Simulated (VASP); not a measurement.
Here is a VASP 6.6.1 calculation.

File INCAR:

```
SYSTEM = Bi2Te3
PREC = Accurate
ENCUT = 520
EDIFF = 1E-6
ISMEAR = -1
SIGMA = 0.08
LREAL = .FALSE.
LASPH = .TRUE.
NELM = 60
ALGO = Normal
ISIF = 2
LWAVE = .FALSE.
LCHARG = .FALSE.
GGA = CA
NBANDS = 32
```

File KPOINTS:

```
Automatic mesh
0
G
  8 8 8
  0 0 0
```

The input POSCAR:

```
Bi2Te3
1.0
    2.1936786512      1.2665209598      9.8799118140
   -2.1936786512      1.2665209598      9.8799118140
    0.0000000000     -2.5330419196      9.8799118140
Bi Te
2 3
Direct
    0.8120000000      0.8120000000      0.8120000000
    0.4020000000      0.4020000000      0.4020000000
    0.6110000000      0.6110000000      0.6110000000
    0.2000000000      0.2000000000      0.2000000000
    0.0000000000      0.0000000000      0.0000000000
```

Potentials or basis: VASP PAW LDA potentials, release 64 (Bi_d, Te).

Launch:

```console
$ cat potpaw_LDA.64/Bi_d/POTCAR potpaw_LDA.64/Te/POTCAR > POTCAR
$ mpirun -np 1 vasp_std > vasp.out
```

Q: Predict the largest force.

A: 1.226 eV/Å.

Q: What does it give for the pressure?

A: -0.8 GPa.

Q: Predict the band gap on the k mesh.

A: Zero (bands 24 and 25 overlap by 0.19 eV).

Stress tensor (GPa, compression positive):
```
-0.47  0.00  0.00
 0.00 -0.47  0.00
 0.00  0.00 -1.58
```

Caveat: spin-orbit coupling is left out, which moves the levels of the heavy elements; forces of over 1 eV/Å act on the atoms, so gaps and moduli don't describe the material at rest.
